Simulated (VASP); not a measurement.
A run of VASP 6.6.1:

INCAR

```
SYSTEM = Sb
ALGO = Normal ; EDIFF = 1E-6
ENCUT = 520 ; GGA = CA
ISIF = 2 ; ISMEAR = 1
LASPH = .True. ; LCHARG = .False.
LREAL = .False. ; LWAVE = .False.
NBANDS = 12 ; NELM = 60
PREC = Accurate ; SIGMA = 0.01
```

Contents of KPOINTS:

```
k-points
0
Gamma
  9 9 9
  0 0 0
```

Contents of POSCAR:

```
Sb
1.0
    2.1456002536      1.2387628840      3.6587425366
   -2.1456002536      1.2387628840      3.6587425366
    0.0000000000     -2.4775257680      3.6587425366
Sb
2
Direct
    0.2359371474      0.2359371474      0.2359371474
    0.7640628526      0.7640628526      0.7640628526
```

Potentials or basis: VASP PAW LDA potentials, release 64 (Sb).

The run is started by

```console
$ cat potpaw_LDA.64/Sb/POTCAR > POTCAR
$ mpirun -np 1 vasp_std > vasp.out
```

Hardware: 1 thread of AMD EPYC 7R43 64-Core Processor (Zen 3), with other jobs on the host.

Task: Estimate the wall time of this run.

Result: Run time: 37 s on 1 thread of AMD EPYC 7R43 64-Core Processor (Zen 3), on a shared host, peak memory 0.16 GiB. Counts: scf iterations 10, k points 85.
